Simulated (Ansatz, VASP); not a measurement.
**Two plane-wave programs on TiNi**

```
Ti Ni
1.0
     2.92758    0.00000    0.00000
     0.00000    2.92758    0.00000
     0.00000    0.00000    2.92758
Ti Ni
1 1
Direct
  0.50000 0.50000 0.50000
  0.00000 0.00000 0.00000
```

Alike in both runs: task single point; functional r2SCAN; k mesh 14 × 14 × 14; occupations gaussian, width 0.1 eV; no spin polarisation.

|  | VASP | Ansatz |
| --- | --- | --- |
| version | VASP 6.6.1 | Ansatz 0.2.0 |
| potentials or method | VASP PAW PBE potentials, release 64 (Ti_sv, Ni), cutoff 520 eV | scalar-relativistic, plane waves, PAW |
| valence electrons in the cell | 22 | 30 |

VASP gave:

| Item | Value |
| --- | --- |
| gap on the k mesh at the Fermi level (eV) | none |
| pressure (GPa) | 12.8 |

Q: Which values does Ansatz return?

A: gap on the k mesh at the Fermi level (eV): none; pressure (GPa): 12.2.

VASP's potentials were made for PBE, not for r2SCAN. A gap of «none» marks a metal or a gap that the smearing closes. VASP's potentials hold 22 valence electrons a cell and Ansatz's 30, so a difference there can come from the potentials and not from the codes.
